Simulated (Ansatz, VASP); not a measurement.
**Two plane-wave programs on Mg3Sn2Ir**

```
Mg Sn Ir
1.0
     3.20514    0.00000    0.00000
     0.00000    3.20514    0.00000
     0.00000    0.00000   12.25323
Mg Sn Ir
3 2 1
Cartesian
  0.0000 0.0000 10.7760
  0.0000 0.0000 1.4772
  0.0000 0.0000 6.1266
  1.6026 1.6026 3.8802
  1.6026 1.6026 8.3730
  1.6026 1.6026 0.0000
```

Alike in both runs: functional PBE; k mesh 12 × 12 × 4; occupations gaussian, width 0.1 eV; no spin polarisation.

Ansatz relaxed the structure, and its values are those at the end. VASP's run is a single point on that final structure, the one shown.

```csv
,VASP,Ansatz
version,VASP 6.6.1,Ansatz 0.2.0
potentials or method,"VASP PAW PBE potentials, release 64 (Mg, Sn_d, Ir), cutoff 520 eV","scalar-relativistic, plane waves, PAW"
valence electrons in the cell,43,75
```

VASP gave:

* gap on the k mesh at the Fermi level (eV): none
* pressure (GPa): -0.1
* rms of the force components (eV/Å): 0.005

Q: Estimate Ansatz's values.

A: gap on the k mesh at the Fermi level (eV): none; pressure (GPa): 0.0; rms of the force components (eV/Å): 0.001.

A gap of «none» marks a metal or a gap that the smearing closes. With one functional, cell and mesh, what is left measures potentials, basis and numerics. VASP's potentials hold 43 valence electrons a cell and Ansatz's 75, so a difference there can come from the potentials and not from the codes.

Neither program's run includes spin-orbit coupling.
